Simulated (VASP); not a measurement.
Wanted: the native input for a VASP 6.6.1 run.

```yaml
Task: single point
Functional: PBE
Potentials_or_basis: VASP PAW PBE potentials, release 64 (Te)
Cutoff: 520 eV
k_mesh: 6 × 6 × 1
Occupations: gaussian, width 0.02 eV
Spin: no spin polarisation
Dipole_correction: yes
Further_INCAR_settings: ALGO = Normal; EDIFF = 1e-07; NBANDS = 16
```

The structure of Te lies in POSCAR:

```
Te
1.0
    6.0447729733      0.0000000000      0.0000000000
   -3.0223864866      5.2349269550      0.0000000000
    0.0000000000      0.0000000000     23.8000000000
Te
3
Direct
    0.5000000000      0.0000000000      0.2941176471
    0.0000000000      0.5000000000      0.2941176471
    0.5000000000      0.5000000000      0.2941176471
```

The input as run:

INCAR

```
SYSTEM = Te
PREC     = Accurate       ! precision mode
ENCUT    = 520            ! plane-wave cutoff, eV
EDIFF    = 1E-7           ! SCF threshold, eV
ISMEAR   = 0              ! smearing method
SIGMA    = 0.02           ! smearing width, eV
LREAL    = .FALSE.        ! projectors in reciprocal space
LASPH    = .TRUE.         ! aspherical terms in the spheres
NELM     = 100            ! most SCF steps
ALGO     = Normal         ! electronic algorithm
ISIF     = 2              ! what is computed and relaxed
LWAVE    = .FALSE.        ! write WAVECAR
LCHARG   = .FALSE.        ! write CHGCAR
LDIPOL   = .TRUE.       
IDIPOL   = 3            
DIPOL    = 0.5 0.5 0.294
GGA      = PE             ! functional
NBANDS   = 16             ! bands
```

KPOINTS

```
Automatic mesh
0
G
  6 6 1
  0 0 0
```

Potentials or basis: VASP PAW PBE potentials, release 64 (Te).

Run with:

```sh
$ cat potpaw_PBE.64/Te/POTCAR > POTCAR
$ mpirun -np 1 vasp_std > vasp.out
```

It gave:

* Band gap on the k mesh: zero (band 9 reaches -3.72 eV, above the bottom of band 10 at -4.62 eV)

Caveat: spin-orbit coupling is left out, which moves the levels of the heavy elements.

It took 2.2 min on 1 thread of Intel(R) Xeon(R) Platinum 8488C (Sapphire Rapids), on a shared host, peak memory 0.79 GiB.
